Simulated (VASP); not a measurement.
Write the native input for VASP 6.6.1 that does the following.

```
Task                   : single point
Functional             : PBEsol
Potentials or basis    : VASP PAW PBE potentials, release 64 (Pb_d, O)
Cutoff                 : 520 eV
k mesh                 : 8 × 8 × 6
Occupations            : gaussian, width 0.05 eV
Spin                   : no spin polarisation
Dipole correction      : no
Further INCAR settings : ALGO = Normal; EDIFF = 1e-06; NBANDS = 28
```

The structure of PbO lies in POSCAR:

```
PbO
1.0
    4.0340160000      0.0000000000      0.0000000000
    0.0000000000      3.9147840000      0.0000000000
    0.0000000000      0.0000000000      5.0220000000
Pb O
2 2
Direct
    0.0000000000      0.5000000000      0.2351000000
    0.5000000000      0.0000000000      0.7649000000
    0.0000000000      0.0000000000      0.0000000000
    0.5000000000      0.5000000000      0.0000000000
```

This cell differs from its parent crystal: strain +0.0150 x Voigt [1, -1, 0, 0, 0, 0].

The input as run:

INCAR

```
PREC = Accurate
ENCUT = 520
EDIFF = 1E-6
ISMEAR = 0
SIGMA = 0.05
LREAL = False
LASPH = True
NELM = 100
ALGO = Normal
ISIF = 2
LWAVE = False
LCHARG = False
GGA = PS
NBANDS = 28
```

KPOINTS

```
regular mesh
0
Gamma
  8 8 6
```

Potentials or basis: VASP PAW PBE potentials, release 64 (Pb_d, O).

Command:

```bash
$ cat potpaw_PBE.64/Pb_d/POTCAR potpaw_PBE.64/O/POTCAR > POTCAR
$ mpirun -np 1 vasp_std > vasp.out
```

Results of the run:

The pressure is 1.1 GPa and the largest force is 0.241 eV/Å. The band gap on the k mesh is 1.17 eV (least direct gap 2.24 eV).

Caveat: the cell differs from its parent crystal (strain +0.0150 x Voigt [1, -1, 0, 0, 0, 0]); the PAW data sets were made with another functional, which shifts forces and pressure a little; spin-orbit coupling is left out, which moves the levels of the heavy elements.

It took 3.5 min on 1 thread of AMD EPYC 7R13, with other jobs on the host, peak memory 0.28 GiB.
